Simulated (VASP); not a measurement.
# ZnS (P6_3mc) in VASP: notebook

ZnS is run at these levels: r2SCAN; tasks: single point, relaxation of cell and atoms.

Everything below comes from runs of VASP 6.6.1. Logs are shortened: lines on timing, memory, paths and dates and some standing lists are left out, and cuts for length are marked.

## Step 1: The cell of the first run

The structure is hexagonal, space group P6_3mc (No. 186). The conventional cell has a = 3.732 Å, b = 3.732 Å, c = 6.135 Å, α = 90.00°, β = 90.00°, γ = 120.00°. Zn (site symmetry 3m) has 4 S at 2.29 Å within 3.0 Å. S (site symmetry 3m) has 4 Zn at 2.29 Å within 3.0 Å.

## Step 2: Single point, r2SCAN

File POSCAR:

```
ZnS
1.0
    3.7323666701      0.0000000000      0.0000000000
   -1.8661833350      3.2323243526      0.0000000000
    0.0000000000      0.0000000000      6.1345447449
Zn S
2 2
Direct
    0.3333333333      0.6666666667      0.0006407327
    0.6666666667      0.3333333333      0.5006407327
    0.3333333333      0.6666666667      0.3743592673
    0.6666666667      0.3333333333      0.8743592673
```

File INCAR.step1:

```
  PREC = Accurate
  ENCUT = 520
  ISMEAR = 0
  SIGMA = 0.02
  LREAL = False
  LASPH = True
  NELM = 60
  NBANDS = 26
  GGA = PE
  ALGO = Normal
  EDIFF = 1E-4
  LWAVE = True
  LCHARG = False
```

File INCAR.step2:

```
  PREC = Accurate
  ENCUT = 520
  EDIFF = 1E-6
  ISMEAR = 0
  SIGMA = 0.02
  LREAL = False
  LASPH = True
  NELM = 60
  ALGO = Normal
  ISIF = 2
  LWAVE = False
  LCHARG = False
  METAGGA = R2SCAN
  LMIXTAU = True
  NBANDS = 26
  ISTART = 1
```

File KPOINTS:

```
regular mesh
0
Gamma
  6 6 4
```

Potentials or basis: VASP PAW PBE potentials, release 64 (Zn, S).

Started as:

```bash
$ cat potpaw_PBE.64/Zn/POTCAR potpaw_PBE.64/S/POTCAR > POTCAR
$ cp INCAR.step1 INCAR
$ mpirun -np 1 vasp_std > vasp.out
$ cp INCAR.step2 INCAR
$ mpirun -np 1 vasp_std > vasp.out
```

OUTCAR:

```text
PREC = Accurate
   ENCUT = 520
   EDIFF = 1E-6
   ISMEAR = 0
   LREAL = False
   LASPH = True
   NELM = 60
   ISIF = 2
   METAGGA = R2SCAN
   ISTART = 1

 ion  position               nearest neighbor table
   1  0.333  0.667  0.001-   4 2.29   4 2.29   4 2.29   3 2.29
   2  0.667  0.333  0.501-   3 2.29   3 2.29   3 2.29   4 2.29
   3  0.333  0.667  0.374-   2 2.29   2 2.29   2 2.29   1 2.29
   4  0.667  0.333  0.874-   1 2.29   1 2.29   1 2.29   2 2.29

  LATTYP: Found a hexagonal cell.
 ALAT       =     3.7323666701
 C/A-ratio  =     1.6436072035

  Lattice vectors:

 A1 = (   3.7323666701,   0.0000000000,   0.0000000000)
 A2 = (  -1.8661833350,   3.2323243526,   0.0000000000)
 A3 = (   0.0000000000,   0.0000000000,   6.1345447449)

Analysis of symmetry for initial positions (statically):
=====================================================================
 Subroutine PRICEL returns:
 Original cell was already a primitive cell.

 Routine SETGRP: Setting up the symmetry group for a
 hexagonal supercell.

 Subroutine GETGRP returns: Found 12 space group operations
 (whereof  6 operations were pure point group operations)
 out of a pool of 24 trial point group operations.

The static configuration has the point symmetry C_3v.
 The point group associated with its full space group is C_6v.

Analysis of symmetry for dynamics (positions and initial velocities):
=====================================================================
 Subroutine PRICEL returns:
 Original cell was already a primitive cell.

 Routine SETGRP: Setting up the symmetry group for a
 hexagonal supercell.

 Subroutine GETGRP returns: Found 12 space group operations
 (whereof  6 operations were pure point group operations)
 out of a pool of 24 trial point group operations.

The dynamic configuration has the point symmetry C_3v.
 The point group associated with its full space group is C_6v.

 Subroutine INISYM returns: Found 12 space group operations
 (whereof  6 operations are pure point group operations),
 and found     1 'primitive' translations

----------------------------------------------------------------------------------------

                                     Primitive cell

  volume of cell :      74.0085

  direct lattice vectors                    reciprocal lattice vectors
     3.732366670  0.000000000  0.000000000     0.267926516  0.154687446  0.000000000
    -1.866183335  3.232324353  0.000000000     0.000000000  0.309374893  0.000000000
     0.000000000  0.000000000  6.134544745     0.000000000  0.000000000  0.163011281

  length of vectors
     3.732366670  3.732366670  6.134544745     0.309374893  0.309374893  0.163011281

  position of ions in fractional coordinates (direct lattice)
     0.333333333  0.666666667  0.000640733
     0.666666667  0.333333333  0.500640733
     0.333333333  0.666666667  0.374359267
     0.666666667  0.333333333  0.874359267

  ion indices of the primitive-cell ions
   primitive index   ion index
                 1           1
                 2           2
                 3           3
                 4           4

----------------------------------------------------------------------------------------

 KPOINTS: regular mesh

Automatic generation of k-mesh.
 Grid dimensions read from file:
 generate k-points for:    6    6    4

 Generating k-lattice:

  Cartesian coordinates                     Fractional coordinates (reciprocal lattice)
     0.044654419  0.025781241  0.000000000     0.166666667  0.000000000  0.000000000
     0.000000000  0.051562482  0.000000000     0.000000000  0.166666667  0.000000000
     0.000000000  0.000000000  0.040752820     0.000000000  0.000000000  0.250000000

  Length of vectors
     0.051562482  0.051562482  0.040752820

  Shift w.r.t. Gamma in fractional coordinates (k-lattice)
     0.000000000  0.000000000  0.000000000

 Subroutine IBZKPT returns following result:
 ===========================================

 Found     21 irreducible k-points:

 Following reciprocal coordinates:
            Coordinates               Weight
  0.000000  0.000000  0.000000      1.000000
  0.166667 -0.000000  0.000000      6.000000
  0.333333 -0.000000  0.000000      6.000000
  0.500000  0.000000  0.000000      3.000000
  0.166667  0.166667  0.000000      6.000000
  0.333333  0.166667  0.000000     12.000000
[... 13 lines left out ...]
  0.333333  0.166667  0.500000     12.000000
  0.333333  0.333333  0.500000      2.000000
   k-points           NKPTS =     21   k-points in BZ     NKDIM =     21   number of bands    NBANDS=     26
   number of dos      NEDOS =    301   number of ions     NIONS =      4
   total plane-waves  NPLWV =  37632
   dimension x,y,z NGX =    28 NGY =   28 NGZ =   48
   dimension x,y,z NGXF=    56 NGYF=   56 NGZF=   96
   ions per type =               2   2
   NGX,Y,Z   is equivalent  to a cutoff of  12.47, 12.47, 13.01 a.u.
   NGXF,Y,Z  is equivalent  to a cutoff of  24.94, 24.94, 26.02 a.u.
 SYSTEM =  unknown system
   PREC   = accura    normal or accurate (medium, high low for compatibility)
   ISTART =      1    job   : 0-new  1-cont  2-samecut
   ICHARG =      0    charge: 1-file 2-atom 10-const
   ISPIN  =      1    spin polarized calculation?
   LNONCOLLINEAR =      F non collinear calculations
   LSORBIT =      F    spin-orbit coupling
   LASPH  =      T    aspherical Exc in radial PAW
   ENCUT  =  520.0 eV  38.22 Ry    6.18 a.u.   6.94  6.94 11.41*2*pi/ulx,y,z
   NELM   =     60;   NELMIN=  2; NELMDL=  0     # of ELM steps
   EDIFF  = 0.1E-05   stopping-criterion for ELM
   LREAL  =      F    real-space projection
   EDIFFG = 0.1E-04   stopping-criterion for IOM
   NSW    =      0    number of steps for IOM
   IBRION =     -1    ionic relax: 0-MD 1-quasi-New 2-CG
   NFREE  =      0    steps in history (QN), initial steepest desc. (CG)
   ISIF   =      2    stress and relaxation
   ISYM   =      2    0-nonsym 1-usesym 2-fastsym
   POTIM  = 0.5000    time-step for ionic-motion
   TEBEG  =    0.0;   TEEND  =   0.0 temperature during run
   PSTRESS=    0.0 pullay stress
   NELECT =      36.0000    total number of electrons
   NUPDOWN=      -1.0000    fix difference up-down
   EMIN   =  10.00;   EMAX   =-10.00  energy-range for DOS
   EFERMI =   0.00;   METHOD = LEGACY
   ISMEAR =     0;   SIGMA  =   0.02  broadening in eV -4-tet -1-fermi 0-gaus
   EFERMI_NEDOS =   21; number of points for ismear=-14 and -15
   IALGO  =     38    algorithm
   IMIX   =      4    mixing-type and parameters
     AMIX     =   0.40;   BMIX     =  1.00
     AMIX_MAG =   1.60;   BMIX_MAG =  1.00
  volume/ion in A,a.u.               =      18.50       124.86
  Fermi-wavevector in a.u.,A,eV,Ry     =   1.287504  2.433029 22.553911  1.657666
  Thomas-Fermi vector in A             =   2.419514
   LORBIT       =      0    0 simple, 1 ext, 2 COOP (PROOUT), +10 PAW based schemes
   METAGGA = R2SCAN    functional components
   LHFCALC =     F    Hartree Fock is set to
   AEXX    =    0.0000 exact exchange contribution
   IVDW    =     0    specifies the selected vdW correction
   LEPSILON=     F    determine dielectric tensor
   LRPA    =     F    only Hartree local field effects (RPA)
 non-spin polarized calculation
 Gauss-broadening in eV      SIGMA  =   0.02
  energy-cutoff  :      520.00
  volume of cell :       74.01
 maximum number of plane-waves:      2012
 NGX is ok and might be reduce to    28
   NGX = 13   NGY = 13   NGZ = 23

 number of electron      35.9999981 magnetization

 Free energy of the ion-electron system (eV)
  ---------------------------------------------------
  ext. energy  EPLUGINS =         0.00000000
  ---------------------------------------------------
  free energy    TOTEN  =       -37.65460508 eV

  energy without entropy =      -37.65460508  energy(sigma->0) =      -37.65460508

 E-fermi :   2.6117     XC(G=0): -10.6064

 val. band max:        2.4828858353   @ k =   0.0000   0.0000   0.0000
 cond. band min:       5.5430661429   @ k =   0.0000   0.0000   0.0000
 fundamental gap:      3.0601803075
 Fermi energy:         2.6116754032

 k-point     1 :       0.0000    0.0000    0.0000
  band No.  band energies     occupation
      1     -11.7091      2.00000
      2     -10.6396      2.00000
      3      -4.3127      2.00000
      4      -4.2914      2.00000
      5      -4.2914      2.00000
      6      -4.1895      2.00000
[... 18 lines left out ...]
     25      10.7381      0.00000
     26      12.6348      0.00000

 k-point     2 :       0.1667   -0.0000    0.0000
  band No.  band energies     occupation
      1     -11.5012      2.00000
      2     -10.5250      2.00000
      3      -4.3125      2.00000
      4      -4.2685      2.00000
      5      -4.2509      2.00000
      6      -4.1648      2.00000
[... 18 lines left out ...]
     25      11.2640      0.00000
     26      11.6448      0.00000

 k-point     3 :       0.3333   -0.0000    0.0000
  band No.  band energies     occupation
      1     -10.9989      2.00000
      2     -10.3188      2.00000
      3      -4.3132      2.00000
      4      -4.2026      2.00000
      5      -4.1868      2.00000
      6      -4.0234      2.00000
[... 18 lines left out ...]
     25      11.8099      0.00000
     26      13.1734      0.00000

 k-point     4 :       0.5000    0.0000    0.0000
  band No.  band energies     occupation
      1     -10.6482      2.00000
      2     -10.2760      2.00000
      3      -4.2925      2.00000
      4      -4.1657      2.00000
      5      -4.0457      2.00000
      6      -3.9976      2.00000
[... 18 lines left out ...]
     25      12.2531      0.00000
     26      14.9528      0.00000
[... 409 lines left out ...]
      1     -10.7706      2.00000
      2     -10.7706      2.00000
      3      -4.3024      2.00000
      4      -4.3024      2.00000
      5      -4.1477      2.00000
      6      -4.1477      2.00000
[... 18 lines left out ...]
     25      11.4875      0.00000
     26      11.4875      0.00000

 k-point    20 :       0.3333    0.1667    0.5000
  band No.  band energies     occupation
      1     -10.4571      2.00000
      2     -10.4571      2.00000
      3      -4.2504      2.00000
      4      -4.2504      2.00000
      5      -4.0680      2.00000
      6      -4.0680      2.00000
[... 18 lines left out ...]
     25      12.3646      0.00000
     26      12.3646      0.00000

 k-point    21 :       0.3333    0.3333    0.5000
  band No.  band energies     occupation
      1     -10.3492      2.00000
      2     -10.3492      2.00000
      3      -4.1538      2.00000
      4      -4.1538      2.00000
      5      -4.1071      2.00000
      6      -4.1071      2.00000
[... 18 lines left out ...]
     25      12.7608      0.00000
     26      12.7608      0.00000

------------------------ aborting loop because EDIFF is reached ----------------------------------------

  FORCE on cell =-STRESS in cart. coord.  units (eV):
  Direction    XX          YY          ZZ          XY          YZ          ZX
  --------------------------------------------------------------------------------------
  -------------------------------------------------------------------------------------
  Total        2.3893439      2.3893439      2.3481112      0.0000000      0.0000000      0.0000000
  in kB       51.7258548     51.7258548     50.8332256      0.0000000      0.0000000      0.0000000
  external PRESSURE =      51.4283117 kB  Pullay stress =       0.0000000 kB

 VOLUME and BASIS-vectors are now :
 -----------------------------------------------------------------------------
  energy-cutoff  :      520.00
  volume of cell :       74.01
      direct lattice vectors                 reciprocal lattice vectors
     3.732366670  0.000000000  0.000000000     0.267926516  0.154687446  0.000000000
    -1.866183335  3.232324353  0.000000000     0.000000000  0.309374893  0.000000000
     0.000000000  0.000000000  6.134544745     0.000000000  0.000000000  0.163011281

 POSITION                                       TOTAL-FORCE (eV/Angst)
 -----------------------------------------------------------------------------------
     -0.00000      2.15488      0.00393         0.000000      0.000000      0.017593
      1.86618      1.07744      3.07120        -0.000000     -0.000000      0.017593
     -0.00000      2.15488      2.29652        -0.000000      0.000000     -0.017593
      1.86618      1.07744      5.36380        -0.000000      0.000000     -0.017593
 -----------------------------------------------------------------------------------
    total drift:                               -0.000000     -0.000000      0.050136

  FREE ENERGIE OF THE ION-ELECTRON SYSTEM (eV)
  ---------------------------------------------------
  free  energy   TOTEN  =       -37.6546050849 eV

  energy  without entropy=      -37.6546050849  energy(sigma->0) =      -37.65460508
```

It took 70 s on 1 thread of Intel Xeon 6975P-C (Granite Rapids), shared host; peak memory 0.2 GiB.

What came out:

```yaml
Free_energy: -37.6546 eV
Pressure: 5.1 GPa
Largest_force: 0.018 eV/Å
Band_gap_on_the_k_mesh: 3.06 eV, direct
```

Forces on the atoms (eV/Å):
```
Zn   0.000  0.000  0.018
Zn   0.000  0.000  0.018
S    0.000  0.000 -0.018
S    0.000  0.000 -0.018
```

Caveat: the PAW data sets were made with another functional, which shifts forces and pressure a little.

## Step 3: Single point, r2SCAN

This run uses another cell than the first one, of 19.12 Å³/atom, 1.033 times its volume.

File POSCAR:

```
ZnS
1.0
    3.7747860604      0.0000000000      0.0000000000
   -1.8873930302      3.2690606221      0.0000000000
    0.0000000000      0.0000000000      6.1975485585
Zn S
2 2
Direct
    0.3333333333      0.6666666667      0.0004971621
    0.6666666667      0.3333333333      0.5004971621
    0.3333333333      0.6666666667      0.3745028379
    0.6666666667      0.3333333333      0.8745028379
```

File INCAR.step1:

```
ALGO = Normal ; EDIFF = 1E-4
ENCUT = 520 ; GGA = PE
ISMEAR = 0 ; LASPH = True
LCHARG = False ; LREAL = False
LWAVE = True ; NBANDS = 26
NELM = 60 ; PREC = Accurate
SIGMA = 0.02
```

File INCAR.step2:

```
ALGO = Normal ; EDIFF = 1E-7
ENCUT = 520 ; ISIF = 2
ISMEAR = 0 ; ISTART = 1
LASPH = True ; LCHARG = False
LMIXTAU = True ; LREAL = False
LWAVE = False ; METAGGA = R2SCAN
NBANDS = 26 ; NELM = 60
PREC = Accurate ; SIGMA = 0.02
```

File KPOINTS:

```
k-points
0
Gamma
  6 6 4
```

Potentials or basis: VASP PAW PBE potentials, release 64 (Zn, S).

Started as:

```bash
$ cat potpaw_PBE.64/Zn/POTCAR potpaw_PBE.64/S/POTCAR > POTCAR
$ cp INCAR.step1 INCAR
$ mpirun -np 1 vasp_std > vasp.out
$ cp INCAR.step2 INCAR
$ mpirun -np 1 vasp_std > vasp.out
```

Wall time 74 s (1 thread of Intel Xeon 6975P-C (Granite Rapids), shared host); peak memory 0.21 GiB.

Results (log left out):

| Quantity | Value |
| --- | --- |
| Free energy | -37.7092 eV |
| Pressure | 2.1 GPa |
| Largest force | 0.005 eV/Å |
| Band gap on the k mesh | 2.90 eV, direct |

Forces on the atoms (eV/Å):
```
Zn   0.000  0.000  0.005
Zn   0.000  0.000  0.005
S    0.000  0.000 -0.005
S    0.000  0.000 -0.005
```

Levels at points of the mesh, in eV from the valence-band top:
```csv
k point,band 15,band 16,band 17,band 18,band 19,band 20,band 21,band 22
"(0.00, 0.00, 0.00)",-0.96,-0.09,0.00,0.00,2.90,3.67,6.78,6.78
"(0.50, 0.00, 0.00)",-3.48,-2.40,-1.80,-0.95,4.02,4.84,5.42,7.35
"(0.00, 0.00, 0.50)",-0.50,-0.50,-0.50,-0.50,4.19,4.19,7.25,7.25
"(0.50, 0.00, 0.50)",-1.75,-1.75,-1.73,-1.73,3.96,3.96,5.64,5.64
```

Caveat: the PAW data sets were made with another functional, which shifts forces and pressure a little. r2SCAN opens gaps a little over a GGA but as a rule still falls short of measured ones.

[end of part 1 of 3]
